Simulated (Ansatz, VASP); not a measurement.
## Two plane-wave programs on Hg

```
Hg
1.0
     5.95395    0.00000    0.00000
    -2.97697    5.15627    0.00000
     0.00000    0.00000    3.50417
Hg
3
Direct
  0.00000 0.50000 0.66667
  0.50000 0.00000 0.00000
  0.50000 0.50000 0.33333
```

Alike in both runs: functional PBE; k mesh 3 × 3 × 6; occupations gaussian, width 0.1 eV; no spin polarisation.

Ansatz relaxed the structure, and its values are those at the end. VASP's run is a single point on that final structure, the one shown.

```csv
,VASP,Ansatz
version,VASP 6.6.1,Ansatz 0.2.0
potentials or method,"VASP PAW PBE potentials, release 64 (Hg), cutoff 520 eV","scalar-relativistic, plane waves, PAW"
valence electrons in the cell,36,60
```

```tsv
	VASP	Ansatz	Ansatz less VASP
gap on the k mesh at the Fermi level (eV)	none	none	-
pressure (GPa)	0.3	0.3	-0.06
```

A gap of «none» marks a metal or a gap that the smearing closes. The functional is the same, so the differences come from potentials, cutoffs and numerics. VASP's potentials hold 36 valence electrons a cell and Ansatz's 60, so a difference there can come from the potentials and not from the codes.

The k mesh is coarse, so the values compare programs but aren't converged. Spin-orbit coupling is off throughout.
